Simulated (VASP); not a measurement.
# TaSi (CsCl type) (Pm-3m) in VASP: further runs

TaSi (CsCl type) is run at these levels: PBEsol; tasks: single point.

Everything below comes from runs of VASP 6.6.1. Logs are shortened: lines on timing, memory, paths and dates and some standing lists are left out, and cuts for length are marked.

## (1) The cell of the first run

It takes space group Pm-3m (No. 221, cubic). The conventional cell has a = 3.071 Å, b = 3.071 Å, c = 3.071 Å, α = 90.00°, β = 90.00°, γ = 90.00°. Within 3.5 Å of Ta (site symmetry m-3m) lie 8 Si at 2.66 Å and 6 Ta at 3.07 Å. Si (site symmetry m-3m) has 8 Ta at 2.66 Å and 6 Si at 3.07 Å within 3.5 Å.

## (2) Single point, PBEsol (volume scaled by 0.95)

INCAR

```
SYSTEM = TaSi
  PREC = Accurate
  ENCUT = 520
  EDIFF = 1E-6
  ISMEAR = -1
  SIGMA = 0.05
  LREAL = .FALSE.
  LASPH = .TRUE.
  NELM = 100
  ALGO = Normal
  ISIF = 2
  LWAVE = .FALSE.
  LCHARG = .FALSE.
  GGA = PS
  NBANDS = 14
```

KPOINTS

```
Automatic mesh
0
G
  14 14 14
  0 0 0
```

POSCAR

```
TaSi
1.0
    3.0714922894      0.0000000000      0.0000000000
    0.0000000000      3.0714922894      0.0000000000
    0.0000000000      0.0000000000      3.0714922894
Ta Si
1 1
Direct
    0.0000000000      0.0000000000      0.0000000000
    0.5000000000      0.5000000000      0.5000000000
```

Potentials or basis: VASP PAW PBE potentials, release 64 (Ta_pv, Si).

The run is started by

```bash
> cat potpaw_PBE.64/Ta_pv/POTCAR potpaw_PBE.64/Si/POTCAR > POTCAR
> mpirun -np 1 vasp_std > vasp.out
```

OUTCAR:

```text
SYSTEM = TaSi
   PREC = Accurate
   ENCUT = 520
   EDIFF = 1E-6
   ISMEAR = -1
   LREAL = .FALSE.
   LASPH = .TRUE.
   NELM = 100
   ISIF = 2
   GGA = PS

 ion  position               nearest neighbor table
   1  0.000  0.000  0.000-   2 2.66   2 2.66   2 2.66   2 2.66   2 2.66   2 2.66   2 2.66   2 2.66

   2  0.500  0.500  0.500-   1 2.66   1 2.66   1 2.66   1 2.66   1 2.66   1 2.66   1 2.66   1 2.66

  LATTYP: Found a simple cubic cell.
 ALAT       =     3.0714922894

  Lattice vectors:

 A1 = (   3.0714922894,   0.0000000000,   0.0000000000)
 A2 = (   0.0000000000,   3.0714922894,   0.0000000000)
 A3 = (   0.0000000000,   0.0000000000,   3.0714922894)

Analysis of symmetry for initial positions (statically):
=====================================================================
 Subroutine PRICEL returns:
 Original cell was already a primitive cell.

 Routine SETGRP: Setting up the symmetry group for a
 simple cubic supercell.

 Subroutine GETGRP returns: Found 48 space group operations
 (whereof 48 operations were pure point group operations)
 out of a pool of 48 trial point group operations.

The static configuration has the point symmetry O_h .

Analysis of symmetry for dynamics (positions and initial velocities):
=====================================================================
 Subroutine PRICEL returns:
 Original cell was already a primitive cell.

 Routine SETGRP: Setting up the symmetry group for a
 simple cubic supercell.

 Subroutine GETGRP returns: Found 48 space group operations
 (whereof 48 operations were pure point group operations)
 out of a pool of 48 trial point group operations.

The dynamic configuration has the point symmetry O_h .

 Subroutine INISYM returns: Found 48 space group operations
 (whereof 48 operations are pure point group operations),
 and found     1 'primitive' translations

----------------------------------------------------------------------------------------

                                     Primitive cell

  volume of cell :      28.9767

  direct lattice vectors                    reciprocal lattice vectors
     3.071492289  0.000000000  0.000000000     0.325574641  0.000000000  0.000000000
     0.000000000  3.071492289  0.000000000     0.000000000  0.325574641  0.000000000
     0.000000000  0.000000000  3.071492289     0.000000000  0.000000000  0.325574641

  length of vectors
     3.071492289  3.071492289  3.071492289     0.325574641  0.325574641  0.325574641

  position of ions in fractional coordinates (direct lattice)
     0.000000000  0.000000000  0.000000000
     0.500000000  0.500000000  0.500000000

  ion indices of the primitive-cell ions
   primitive index   ion index
                 1           1
                 2           2

----------------------------------------------------------------------------------------

 KPOINTS: Automatic mesh

Automatic generation of k-mesh.
 Grid dimensions read from file:
 generate k-points for:   14   14   14

 Generating k-lattice:

  Cartesian coordinates                     Fractional coordinates (reciprocal lattice)
     0.023255332  0.000000000  0.000000000     0.071428571  0.000000000  0.000000000
     0.000000000  0.023255332  0.000000000     0.000000000  0.071428571  0.000000000
     0.000000000  0.000000000  0.023255332     0.000000000  0.000000000  0.071428571

  Length of vectors
     0.023255332  0.023255332  0.023255332

  Shift w.r.t. Gamma in fractional coordinates (k-lattice)
     0.000000000  0.000000000  0.000000000

 Subroutine IBZKPT returns following result:
 ===========================================

 Found    120 irreducible k-points:

 Following reciprocal coordinates:
            Coordinates               Weight
  0.000000  0.000000  0.000000      1.000000
  0.071429  0.000000  0.000000      6.000000
  0.142857  0.000000  0.000000      6.000000
  0.214286  0.000000  0.000000      6.000000
  0.285714  0.000000  0.000000      6.000000
  0.357143  0.000000  0.000000      6.000000
[... 16 lines left out ...]
  0.285714  0.214286  0.000000     24.000000
  0.357143  0.214286  0.000000     24.000000
 [... further k-points ...]
   k-points           NKPTS =    120   k-points in BZ     NKDIM =    120   number of bands    NBANDS=     14
   number of dos      NEDOS =    301   number of ions     NIONS =      2
   total plane-waves  NPLWV =  13824
   dimension x,y,z NGX =    24 NGY =   24 NGZ =   24
   dimension x,y,z NGXF=    48 NGYF=   48 NGZF=   48
   ions per type =               1   1
   NGX,Y,Z   is equivalent  to a cutoff of  12.99, 12.99, 12.99 a.u.
   NGXF,Y,Z  is equivalent  to a cutoff of  25.98, 25.98, 25.98 a.u.
 SYSTEM =  TaSi
   PREC   = accura    normal or accurate (medium, high low for compatibility)
   ISTART =      0    job   : 0-new  1-cont  2-samecut
   ICHARG =      2    charge: 1-file 2-atom 10-const
   ISPIN  =      1    spin polarized calculation?
   LNONCOLLINEAR =      F non collinear calculations
   LSORBIT =      F    spin-orbit coupling
   LASPH  =      T    aspherical Exc in radial PAW
   ENCUT  =  520.0 eV  38.22 Ry    6.18 a.u.   5.71  5.71  5.71*2*pi/ulx,y,z
   NELM   =    100;   NELMIN=  2; NELMDL= -5     # of ELM steps
   EDIFF  = 0.1E-05   stopping-criterion for ELM
   LREAL  =      F    real-space projection
   EDIFFG = 0.1E-04   stopping-criterion for IOM
   NSW    =      0    number of steps for IOM
   IBRION =     -1    ionic relax: 0-MD 1-quasi-New 2-CG
   NFREE  =      0    steps in history (QN), initial steepest desc. (CG)
   ISIF   =      2    stress and relaxation
   ISYM   =      2    0-nonsym 1-usesym 2-fastsym
   POTIM  = 0.5000    time-step for ionic-motion
   TEBEG  =    0.0;   TEEND  =   0.0 temperature during run
   PSTRESS=    0.0 pullay stress
   NELECT =      15.0000    total number of electrons
   NUPDOWN=      -1.0000    fix difference up-down
   EMIN   =  10.00;   EMAX   =-10.00  energy-range for DOS
   EFERMI =   0.00;   METHOD = LEGACY
   ISMEAR =    -1;   SIGMA  =   0.05  broadening in eV -4-tet -1-fermi 0-gaus
   EFERMI_NEDOS =   21; number of points for ismear=-14 and -15
   IALGO  =     38    algorithm
   IMIX   =      4    mixing-type and parameters
     AMIX     =   0.40;   BMIX     =  1.00
     AMIX_MAG =   1.60;   BMIX_MAG =  1.00
  volume/ion in A,a.u.               =      14.49        97.77
  Fermi-wavevector in a.u.,A,eV,Ry     =   1.314486  2.484018 23.509130  1.727872
  Thomas-Fermi vector in A             =   2.444735
   LORBIT       =      0    0 simple, 1 ext, 2 COOP (PROOUT), +10 PAW based schemes
   GGA     = PS    functional components
   LHFCALC =     F    Hartree Fock is set to
   AEXX    =    0.0000 exact exchange contribution
   IVDW    =     0    specifies the selected vdW correction
   LEPSILON=     F    determine dielectric tensor
   LRPA    =     F    only Hartree local field effects (RPA)
 non-spin polarized calculation
  energy-cutoff  :      520.00
  volume of cell :       28.98
 maximum number of plane-waves:       804
 NGX is ok and might be reduce to    24
   NGX = 11   NGY = 11   NGZ = 11

 number of electron      15.0000003 magnetization

 Free energy of the ion-electron system (eV)
  ---------------------------------------------------
  ext. energy  EPLUGINS =         0.00000000
  ---------------------------------------------------
  free energy    TOTEN  =       -18.55470806 eV

  energy without entropy =      -18.54255171  energy(sigma->0) =      -18.54862988

 E-fermi :   8.7095     XC(G=0): -12.6063

 val. band max:        8.6974108651   @ k =   0.4286   0.4286   0.2857
 cond. band min:       8.7313821479   @ k =   0.2857   0.2857   0.0000
 fundamental gap:      0.0339712828
 Fermi energy:         8.7094858296

 k-point     1 :       0.0000    0.0000    0.0000
  band No.  band energies     occupation
      1     -25.0552      2.00000
      2     -25.0552      2.00000
      3     -25.0552      2.00000
      4      -3.6664      2.00000
      5       5.5981      2.00000
      6       5.5981      2.00000
      7      11.2722      0.00000
      8      11.2722      0.00000
      9      11.2722      0.00000
     10      11.7517      0.00000
     11      11.7517      0.00000
     12      11.7517      0.00000
     13      17.9523      0.00000
     14      19.7167      0.00000

 k-point     2 :       0.0714    0.0000    0.0000
  band No.  band energies     occupation
      1     -25.0799      2.00000
      2     -25.0529      2.00000
      3     -25.0529      2.00000
      4      -3.5621      2.00000
      5       5.5677      2.00000
      6       5.6512      2.00000
      7      10.5677      0.00000
      8      10.5677      0.00000
      9      11.0518      0.00000
     10      11.7816      0.00000
     11      12.4920      0.00000
     12      12.4920      0.00000
     13      18.2663      0.00000
     14      19.2539      0.00000

 k-point     3 :       0.1429    0.0000    0.0000
  band No.  band energies     occupation
      1     -25.1487      2.00000
      2     -25.0468      2.00000
      3     -25.0468      2.00000
      4      -3.2550      2.00000
      5       5.3841      2.00000
      6       5.8062      2.00000
      7       9.7365      0.00000
      8       9.7365      0.00000
      9      10.7096      0.00000
     10      11.8669      0.00000
     11      13.4390      0.00000
     12      13.4390      0.00000
     13      18.1944      0.00000
     14      18.7547      0.00000

 k-point     4 :       0.2143    0.0000    0.0000
  band No.  band energies     occupation
      1     -25.2466      2.00000
      2     -25.0378      2.00000
      3     -25.0378      2.00000
      4      -2.7613      2.00000
      5       4.8674      2.00000
      6       6.0487      2.00000
      7       8.9973      0.00631
      8       8.9973      0.00631
      9      10.7550      0.00000
     10      11.9949      0.00000
     11      14.3978      0.00000
     12      14.3978      0.00000
     13      16.9739      0.00000
     14      19.0410      0.00000

 k-point     5 :       0.2857    0.0000    0.0000
  band No.  band energies     occupation
      1     -25.3534      2.00000
      2     -25.0278      2.00000
      3     -25.0278      2.00000
      4      -2.1033      2.00000
      5       4.0006      2.00000
      6       6.3504      2.00000
      7       8.3879      1.99679
      8       8.3879      1.99679
      9      11.3641      0.00000
     10      12.1442      0.00000
     11      15.3651      0.00000
[... 276 lines left out ...]
 k-point    22 :       0.2143    0.2143    0.0000
  band No.  band energies     occupation
      1     -25.2333      2.00000
      2     -25.2158      2.00000
      3     -25.0207      2.00000
      4      -1.9587      2.00000
      5       4.9935      2.00000
      6       5.5448      2.00000
      7       7.9239      2.00000
      8       8.9285      0.02472
      9      10.5977      0.00000
     10      12.1411      0.00000
     11      13.1320      0.00000
     12      16.3273      0.00000
     13      17.6080      0.00000
     14      21.0932      0.00000

 k-point    23 :       0.2857    0.2143    0.0000
  band No.  band energies     occupation
      1     -25.3294      2.00000
      2     -25.2112      2.00000
      3     -25.0109      2.00000
      4      -1.3935      2.00000
      5       4.2400      2.00000
      6       5.7240      2.00000
      7       7.8901      2.00000
      8       8.6691      1.38322
      9      10.4733      0.00000
     10      12.3804      0.00000
     11      13.4278      0.00000
     12      16.7962      0.00000
     13      17.2721      0.00000
     14      20.0710      0.00000

 k-point    24 :       0.3571    0.2143    0.0000
  band No.  band energies     occupation
      1     -25.4213      2.00000
      2     -25.2002      2.00000
      3     -25.0020      2.00000
      4      -0.7396      2.00000
      5       3.3344      2.00000
      6       6.0057      2.00000
      7       7.7519      2.00000
      8       8.3555      1.99832
      9      10.5636      0.00000
     10      12.9141      0.00000
     11      13.9847      0.00000
     12      16.7875      0.00000
     13      16.8811      0.00000
     14      18.7849      0.00000

 [... further k-points ...]

------------------------ aborting loop because EDIFF is reached ----------------------------------------

  FORCE on cell =-STRESS in cart. coord.  units (eV):
  Direction    XX          YY          ZZ          XY          YZ          ZX
  --------------------------------------------------------------------------------------
  -------------------------------------------------------------------------------------
  Total        2.0926865      2.0926865      2.0926865      0.0000000     -0.0000000      0.0000000
  in kB      115.7088189    115.7088189    115.7088189      0.0000000     -0.0000000      0.0000000
  external PRESSURE =     115.7088189 kB  Pullay stress =       0.0000000 kB

 VOLUME and BASIS-vectors are now :
 -----------------------------------------------------------------------------
  energy-cutoff  :      520.00
  volume of cell :       28.98
      direct lattice vectors                 reciprocal lattice vectors
     3.071492289  0.000000000  0.000000000     0.325574641  0.000000000  0.000000000
     0.000000000  3.071492289  0.000000000     0.000000000  0.325574641  0.000000000
     0.000000000  0.000000000  3.071492289     0.000000000  0.000000000  0.325574641

 POSITION                                       TOTAL-FORCE (eV/Angst)
 -----------------------------------------------------------------------------------
      0.00000      0.00000      0.00000         0.000000      0.000000      0.000000
      1.53575      1.53575      1.53575         0.000000      0.000000      0.000000
 -----------------------------------------------------------------------------------
    total drift:                                0.000000      0.000000      0.000000

  FREE ENERGIE OF THE ION-ELECTRON SYSTEM (eV)
  ---------------------------------------------------
  free  energy   TOTEN  =       -18.5547080587 eV

  energy  without entropy=      -18.5425517058  energy(sigma->0) =      -18.54862988
```

Run time: 11 s. Hardware: 1 thread of Intel Xeon 6975P-C (Granite Rapids), shared host; peak memory 0.17 GiB.

What came out:

* Free energy: -18.5547 eV
* Pressure: 11.6 GPa

Levels at points of the mesh, in eV from the Fermi level:
```tsv
k point	band 4	band 5	band 6	band 7	band 8	band 9	band 10	band 11
(0.00, 0.00, 0.00)	-12.38	-3.11	-3.11	2.56	2.56	2.56	3.04	3.04
(0.50, 0.00, 0.00)	-8.40	-7.65	-1.71	-1.15	-1.15	3.72	5.29	5.40
(0.50, 0.50, 0.00)	-8.57	-3.31	-3.31	-3.12	0.48	0.48	5.10	5.67
(0.50, 0.50, 0.50)	-5.73	-5.73	-5.73	-3.70	3.63	3.63	3.63	5.88
```

Caveat: the PAW data sets were made with another functional, which shifts forces and pressure a little; spin-orbit coupling is left out, which moves the levels of the heavy elements.

[end of part 1 of 3]
